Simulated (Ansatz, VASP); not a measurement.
# CdSe in VASP and in Ansatz

The input INCAR:

```
PREC     = Accurate       # precision mode
ENCUT    = 520            # plane-wave cutoff, eV
EDIFF    = 1E-6           # SCF threshold, eV
ISMEAR   = -1             # smearing method
SIGMA    = 0.03           # smearing width, eV
LREAL    = False          # projectors in reciprocal space
LASPH    = True           # aspherical terms in the spheres
NELM     = 100            # most SCF steps
ALGO     = Normal         # electronic algorithm
ISIF     = 2              # what is computed and relaxed
LWAVE    = False          # write WAVECAR
LCHARG   = False          # write CHGCAR
GGA      = PE             # functional
NBANDS   = 16             # bands
```

The input KPOINTS:

```
Automatic mesh
0
Gamma
  8 8 8
```

Contents of POSCAR:

```
CdSe
1.0
    0.0000000000      3.0287759606      3.0287759606
    3.0287759606      0.0000000000      3.0287759606
    3.0287759606      3.0287759606      0.0000000000
Cd Se
1 1
Direct
    0.0000000000      0.0000000000      0.0000000000
    0.2500000000      0.2500000000      0.2500000000
```

Input for Ansatz:

```yaml
crystal:
  lattice:
    - [0.0, 3.0287759606, 3.0287759606]
    - [3.0287759606, 0.0, 3.0287759606]
    - [3.0287759606, 3.0287759606, 0.0]
  atoms:
    - { symbol: Cd, position: [0.0, 0.0, 0.0] }
    - { symbol: Se, position: [0.25, 0.25, 0.25] }
kpoints:
  mp_grid: { grid: [8, 8, 8] }
  band_path:
    path:
      - [0.0, 0.0, 0.0]
      - [-0.5, -0.5, 0.0]
      - [-0.375, -0.375, 0.25]
      - [-0.375, 0.0, 0.375]
      - [0.0, 0.0, 0.0]
      - [0.0, 0.0, 0.5]
      - [-0.5, -0.25, 0.25]
      - [-0.5, -0.5, 0.0]
    npoints: 5
scf:
  occupations: { method: fermi_dirac, width: 0.03 }
hamiltonian:
  xc: pbe
  pseudopotentials: { kind: all_electron, lapw: { basis_error: 0.001 } }
output:
  forces: true
  stress: true
  eigenvalues: true
```

Change from the starting cell: volume scaled by 0.96.

Alike in both runs: task single point; functional PBE; k mesh 8 × 8 × 8; occupations fermi-dirac, width 0.03 eV; no spin polarisation.

```csv
,VASP,Ansatz
version,VASP 6.6.1,Ansatz 0.2.0
potentials or method,"VASP PAW PBE potentials, release 64 (Cd, Se), cutoff 520 eV","all-electron LAPW, scalar-relativistic"
```

|  | VASP | Ansatz | Ansatz less VASP |
| --- | --- | --- | --- |
| pressure (GPa) | 3.9 | 3.6 | -0.33 |

Ansatz ran all-electron here, and VASP with PAW potentials.
